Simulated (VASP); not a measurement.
GeP5, 6 atoms in the cell. Symmetry: P-6m2, No. 187, hexagonal system. Conventional cell: a = 5.957 Å, b = 5.957 Å, c = 4.067 Å, α = 90.00°, β = 90.00°, γ = 120.00°. Ge (site symmetry -6m2) has 21 P at 3.44 to 4.00 Å and 2 Ge at 4.07 Å within 4.5 Å. Within 2.6 Å of P (site symmetry mm2) lie 3 P at 1.87 to 2.57 Å. P (site symmetry -6m2) has 3 P at 1.87 Å within 2.5 Å. Within 3.5 Å of P (site symmetry -6m2) lie 6 P at 2.57 Å and 3 Ge at 3.44 Å. The cell was built from a structure type or drawn by symmetry, and may not be a known phase.

- Program: VASP 6.6.1
- Task: relaxation of cell and atoms
- Functional: PBE
- Potentials or basis: VASP PAW PBE potentials, release 64 (Ge_d, P)
- Cutoff: 600 eV
- k mesh: 3 × 3 × 4
- Occupations: gaussian, width 0.1 eV
- Spin: no spin polarisation
- Dipole correction: no
- Further INCAR settings: ALGO = Normal; EDIFF = 1e-06; IBRION = 2; EDIFFG = -0.04; NSW = 90; ISIF = 3

Potentials or basis: VASP PAW PBE potentials, release 64 (Ge_d, P).

Launch:

```console
$ cat potpaw_PBE.64/Ge_d/POTCAR potpaw_PBE.64/P/POTCAR > POTCAR
$ mpirun -np 1 vasp_std > vasp.out
```

Hardware: 1 thread of Intel Xeon 8259CL, with other jobs on the host.

Problem. Estimate the wall time of this run.

Solution. It took 7.8 min on 1 thread of Intel Xeon 8259CL, with other jobs on the host, peak memory 0.27 GiB. Counts: scf iterations 96, k points 9, ion steps 12.
